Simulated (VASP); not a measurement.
BaTiO3:

```
Ba Ti O
1.0
     3.97217    0.00000    0.00000
     0.00000    3.97217    0.00000
     0.00000    0.00000    4.12293
Ba Ti O
1 1 3
Direct
  0.00000 0.00000 0.99357
  0.50000 0.50000 0.47676
  0.50000 0.50000 0.03451
  0.50000 0.00000 0.51908
  0.00000 0.50000 0.51908
```

Base run:

```yaml
Program: VASP 6.6.1
Functional: PBE
Dispersion: D4
Potentials_or_basis: VASP PAW PBE potentials, release 64 (Ba_sv, Ti_sv, O)
Cutoff: 520 eV
k_mesh: 5 × 5 × 5
Occupations: gaussian, width 0.01 eV
Spin: no spin polarisation
```

Its results: band gap on the k mesh 2.00 eV, indirect (least direct gap 2.31 eV); pressure 1.7 GPa; largest force 0.076 eV/Å.

Task: The run is repeated on the same cell with these changes: potentials or basis from VASP PAW PBE potentials, release 64 (Ba_sv, Ti_sv, O) to VASP PAW PBE potentials, release 64 (Ba_sv, Ti_sv, O_h); cutoff from 520 eV to 910 eV. What comes out?

Result: Band gap on the k mesh 2.00 eV, indirect (least direct gap 2.31 eV); pressure 1.3 GPa; largest force 0.044 eV/Å.

Caveats: spin-orbit coupling is left out, which moves the levels of the heavy elements; the cutoff is under 1.25 times the usual one of these potentials, so pressure, stress and relaxed cells hold a basis-set (Pulay) error (some runs).

A k mesh can miss the band edges.
